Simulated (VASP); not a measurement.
# MnS (F-43m) in VASP: a series of runs, part 2 of 2

VASP 6.6.1. Earlier steps stand in the parts before.

### 4 Relaxation of cell and atoms, PBEsol, collinear spin, ferromagnetic start, target pressure 5 GPa, at which the enthalpy is minimised

This run uses another cell than the first one, of 15.13 Å³/atom, 1.021 times its volume.

File INCAR:

```
SYSTEM = MnS
PREC     = Accurate       ! precision mode
ENCUT    = 600            ! plane-wave cutoff, eV
EDIFF    = 1E-7           ! SCF threshold, eV
ISMEAR   = -1             ! smearing method
SIGMA    = 0.05           ! smearing width, eV
LREAL    = .False.        ! projectors in reciprocal space
LASPH    = .True.         ! aspherical terms in the spheres
NELM     = 150            ! most SCF steps
ALGO     = Normal         ! electronic algorithm
ISIF     = 3              ! what is computed and relaxed
LWAVE    = .False.        ! write WAVECAR
LCHARG   = .False.        ! write CHGCAR
ISPIN    = 2              ! spin polarisation
MAGMOM   = 4 0            ! initial moments
LORBIT   = 11             ! projections on sites
LMAXMIX  = 4              ! l up to which the mixer works
GGA      = PS             ! functional
IBRION   = 2              ! ionic algorithm
NSW      = 80             ! ionic steps
EDIFFG   = -0.02          ! ionic threshold
PSTRESS  = 50.0
```

File KPOINTS:

```
regular mesh
0
Gamma
  9 9 9
  0 0 0
```

File POSCAR:

```
MnS
1.0
    0.0000000000      2.4734634191      2.4734634191
    2.4734634191      0.0000000000      2.4734634191
    2.4734634191      2.4734634191      0.0000000000
Mn S
1 1
Direct
    0.0000000000      0.0000000000      0.0000000000
    0.7500000000      0.7500000000      0.7500000000
```

Potentials or basis: VASP PAW PBE potentials, release 64 (Mn_pv, S).

Started as:

```bash
$ cat potpaw_PBE.64/Mn_pv/POTCAR potpaw_PBE.64/S/POTCAR > POTCAR
$ mpirun -np 1 vasp_std > vasp.out
```

OUTCAR:

```text
SYSTEM = MnS
   PREC = Accurate
   ENCUT = 600
   EDIFF = 1E-7
   ISMEAR = -1
   LREAL = .False.
   LASPH = .True.
   NELM = 150
   ISIF = 3
   ISPIN = 2
   LORBIT = 11
   GGA = PS
   IBRION = 2
   NSW = 80
   EDIFFG = -0.02
   PSTRESS = 50.0

 ion  position               nearest neighbor table
   1  0.000  0.000  0.000-   2 2.14   2 2.14   2 2.14   2 2.14
   2  0.750  0.750  0.750-   1 2.14   1 2.14   1 2.14   1 2.14

  LATTYP: Found a face centered cubic cell.
 ALAT       =     4.9469268382

  Lattice vectors:

 A1 = (   0.0000000000,   2.4734634191,   2.4734634191)
 A2 = (   2.4734634191,   0.0000000000,   2.4734634191)
 A3 = (   2.4734634191,   2.4734634191,   0.0000000000)

Analysis of symmetry for initial positions (statically):
=====================================================================
 Subroutine PRICEL returns:
 Original cell was already a primitive cell.

 Routine SETGRP: Setting up the symmetry group for a
 face centered cubic supercell.

 Subroutine GETGRP returns: Found 24 space group operations
 (whereof 24 operations were pure point group operations)
 out of a pool of 48 trial point group operations.

The static configuration has the point symmetry T_d .

Analysis of symmetry for dynamics (positions and initial velocities):
=====================================================================
 Subroutine PRICEL returns:
 Original cell was already a primitive cell.

 Routine SETGRP: Setting up the symmetry group for a
 face centered cubic supercell.

[... 251 lines left out ...]

 E-fermi :   7.8644     XC(G=0): -11.6797

 val. band max:        7.8500812380   @ k =   0.4444   0.3333   0.0000
 cond. band min:       7.8952138307   @ k =  -0.3333   0.2222   0.0000
 fundamental gap:      0.0451325928
 Fermi energy:         7.8643718946

 spin component 1

 k-point     1 :       0.0000    0.0000    0.0000
  band No.  band energies     occupation
      1     -39.6576      1.00000
      2     -39.6576      1.00000
      3     -39.6576      1.00000
      4      -7.6566      1.00000
      5       3.0140      1.00000
      6       3.0140      1.00000
      7       3.0140      1.00000
      8       7.0788      1.00000
      9       7.0789      1.00000
     10      11.8897      0.00000
     11      11.8897      0.00000
     12      11.8897      0.00000
     13      11.8949      0.00000
     14      15.9758      0.00000
[... 403 lines left out ...]
      4      -5.8258      1.00000
      5       0.9562      1.00000
      6       3.7345      1.00000
      7       3.7345      1.00000
      8       5.9417      1.00000
      9       7.7912      0.81205
     10       7.9431      0.17160
     11       8.2481      0.00046
     12       8.2481      0.00046
     13      13.6103      0.00000
     14      14.9292      0.00000
     15      21.3018      0.00000

 [... further k-points ...]

 spin component 2

 k-point     1 :       0.0000    0.0000    0.0000
  band No.  band energies     occupation
      1     -39.6575      1.00000
      2     -39.6575      1.00000
      3     -39.6575      1.00000
      4      -7.6566      1.00000
      5       3.0140      1.00000
      6       3.0140      1.00000
      7       3.0140      1.00000
      8       7.0790      1.00000
      9       7.0790      1.00000
     10      11.8898      0.00000
     11      11.8898      0.00000
     12      11.8898      0.00000
     13      11.8949      0.00000
     14      15.9759      0.00000
[... 448 lines left out ...]
  energy  without entropy=      -14.7453936763  energy(sigma->0) =      -14.75575148

  enthalpy is  TOTEN    =       -13.8677663152 eV   P V=        0.8983429690

 reached required accuracy - stopping structural energy minimisation

 total charge

# of ion       s       p       d       tot
------------------------------------------
    1        0.376   6.345   5.435  12.156
    2        1.318   2.424   0.000   3.742
--------------------------------------------------
tot          1.694   8.768   5.435  15.898

 magnetization (x)

# of ion       s       p       d       tot
------------------------------------------
    1        0.000   0.000   0.000   0.000
    2       -0.000  -0.000   0.000  -0.000
--------------------------------------------------
tot          0.000   0.000   0.000   0.000
```

OSZICAR:

```text
N       E                     dE             d eps       ncg     rms          rms(c)
DAV:   1     0.162072503814E+03    0.16207E+03   -0.11740E+04  2100   0.152E+03
DAV:   2    -0.837162589437E+01   -0.17044E+03   -0.16426E+03  2233   0.377E+02
[... 49 lines left out ...]
DAV:   6    -0.147662873457E+02   -0.16007E-05   -0.33703E-03  2422   0.750E-01    0.252E-01
DAV:   7    -0.147661055139E+02    0.18183E-03   -0.75348E-04  2611   0.362E-01    0.421E-02
DAV:   8    -0.147661095261E+02   -0.40122E-05   -0.70589E-05  2156   0.785E-02    0.173E-02
DAV:   9    -0.147661095204E+02    0.57180E-08   -0.24005E-06  2611   0.127E-02    0.840E-03
DAV:  10    -0.147661093491E+02    0.17122E-06   -0.32454E-07  2254   0.578E-03    0.319E-03
DAV:  11    -0.147661092842E+02    0.64892E-07   -0.11175E-08  1148   0.126E-03
   3 F= -.13867766E+02 E0= -.13857409E+02  d E =-.378202E-01  mag=     0.0002
```

CONTCAR:

```text
MnS
   1.00000000000000
     0.0000000000000000    2.4324891875404733    2.4324891875404733
     2.4324891875404733   -0.0000000000000000    2.4324891875404733
     2.4324891875404733    2.4324891875404733   -0.0000000000000000
  Mn              S
     1     1
Direct
     0.0000000000000000    0.0000000000000000    0.0000000000000000
     0.7500000000000000    0.7500000000000000    0.7500000000000000

  0.00000000E+00  0.00000000E+00  0.00000000E+00
  0.00000000E+00  0.00000000E+00  0.00000000E+00
```

It took 77 s on 1 thread of Intel Xeon 6975P-C (Granite Rapids), shared host; peak memory 0.19 GiB.

What came out:

| Quantity | Value |
| --- | --- |
| Free energy | -14.7661 eV |
| Relaxed volume | 14.39 Å³/atom |
| Relaxed cell | a = 3.440 Å, b = 3.440 Å, c = 3.440 Å, α = 60.00°, β = 60.00°, γ = 60.00° |
| Space group after relaxing (to 0.05 Å) | F-43m (No. 216) |
| Energy change on relaxing (the enthalpy is what falls) | +4.2 meV/atom |
| Ionic steps | 3 |
| Pressure after relaxing | 4.9 GPa |
| Net moment | 0.00 μB per cell |
| Valence electrons inside the program's atomic spheres | Mn 12.16; S 3.74 |

The path:
```
step  energy change (eV)  largest force (eV/Å)  pressure (GPa)  volume (Å³)
   1              0.0000                0.0000           -2.78        30.27
   2              0.1124                0.0000           16.22        27.16
   3              0.0083                0.0000            4.86        28.79
```

Final structure:
```
CELL_PARAMETERS angstrom
0.00000 2.43249 2.43249
2.43249 0.00000 2.43249
2.43249 2.43249 0.00000
ATOMIC_POSITIONS crystal
Mn 0.00000 0.00000 0.00000
S 0.75000 0.75000 0.75000
```

Levels at points of the mesh, in eV from the Fermi level:
Spin up:
| k point | band 5 | band 6 | band 7 | band 8 | band 9 | band 10 | band 11 | band 12 | band 13 | band 14 |
| --- | --- | --- | --- | --- | --- | --- | --- | --- | --- | --- |
| (0.00, 0.00, 0.00) | -4.85 | -4.85 | -4.85 | -0.79 | -0.79 | 4.03 | 4.03 | 4.03 | 4.03 | 8.11 |
Spin down:
```
           k point  band 6  band 7  band 8  band 9  band 10  band 11  band 12  band 13
(0.00, 0.00, 0.00)   -4.85   -4.85   -0.79   -0.79     4.03     4.03     4.03     4.03
```

Caveat: the starting moments collapsed, and a magnetic state may lie lower; the cell is relaxed towards a set pressure, so the enthalpy falls and the energy may rise; the PAW data sets were made with another functional, which shifts forces and pressure a little; semilocal functionals often make such compounds metallic where correlation or magnetic order opens a gap, which also shifts bond lengths. With open d or f shells a metallic result of PBEsol can be an artefact of self-interaction; +U or a hybrid may open a gap.

### 5 Relaxation of cell and atoms, PBEsol, collinear spin, ferromagnetic start, target pressure 10 GPa, at which the enthalpy is minimised

This run uses another cell than the first one, of 15.13 Å³/atom, 1.021 times its volume.

File INCAR:

```
  PREC = Accurate
  ENCUT = 600
  EDIFF = 1E-7
  ISMEAR = -1
  SIGMA = 0.05
  LREAL = False
  LASPH = True
  NELM = 150
  ALGO = Normal
  ISIF = 3
  LWAVE = False
  LCHARG = False
  ISPIN = 2
  MAGMOM = 4 0
  LORBIT = 11
  LMAXMIX = 4
  GGA = PS
  IBRION = 2
  NSW = 80
  EDIFFG = -0.02
  PSTRESS = 100.0
```

File KPOINTS:

```
Automatic mesh
0
Gamma
  9 9 9
```

POSCAR is that of step 4.

Started as:

```bash
$ cat potpaw_PBE.64/Mn_pv/POTCAR potpaw_PBE.64/S/POTCAR > POTCAR
$ mpirun -np 1 vasp_std > vasp.out
```

It took 76 s on 1 thread of Intel Xeon 6975P-C (Granite Rapids), shared host; peak memory 0.19 GiB.

It converged, with:

- Free energy: -14.7303 eV
- Relaxed volume: 14.00 Å³/atom
- Relaxed cell: a = 3.409 Å, b = 3.409 Å, c = 3.409 Å, α = 60.00°, β = 60.00°, γ = 60.00°
- Space group after relaxing (to 0.05 Å): F-43m (No. 216)
- Energy change on relaxing (the enthalpy is what falls): +22.1 meV/atom
- Ionic steps: 4
- Pressure after relaxing: 9.8 GPa
- Net moment: 0.00 μB per cell
- Valence electrons inside the program's atomic spheres: Mn 12.22; S 3.76

Step by step:
```tsv
step	energy change (eV)	largest force (eV/Å)	pressure (GPa)	volume (Å³)
1	0.0000	0.0000	-2.78	30.27
2	0.4031	0.0000	34.42	25.28
3	0.0415	0.0000	9.69	28.04
4	0.0441	0.0000	9.83	28.00
```

Final structure:
```
Mn S
1.0
     0.00000    2.41019    2.41019
     2.41019    0.00000    2.41019
     2.41019    2.41019    0.00000
Mn S
1 1
Direct
  0.00000 0.00000 0.00000
  0.75000 0.75000 0.75000
```

Levels at points of the mesh, in eV from the Fermi level:
Spin up:
```csv
k point,band 7,band 8,band 9,band 10,band 11,band 12
"(0.00, 0.00, 0.00)",-4.95,-0.83,-0.83,4.19,4.19,4.19
```
Spin down:
| k point | band 5 | band 6 | band 7 | band 8 | band 9 | band 10 | band 11 | band 12 | band 13 | band 14 |
| --- | --- | --- | --- | --- | --- | --- | --- | --- | --- | --- |
| (0.00, 0.00, 0.00) | -4.95 | -4.95 | -4.95 | -0.83 | -0.83 | 4.19 | 4.19 | 4.19 | 4.21 | 8.22 |

Caveat: the starting moments collapsed, and a magnetic state may lie lower; the cell is relaxed towards a set pressure, so the enthalpy falls and the energy may rise; the PAW data sets were made with another functional, which shifts forces and pressure a little; semilocal functionals often make such compounds metallic where correlation or magnetic order opens a gap, which also shifts bond lengths. With open d or f shells a metallic result of PBEsol can be an artefact of self-interaction; +U or a hybrid may open a gap.
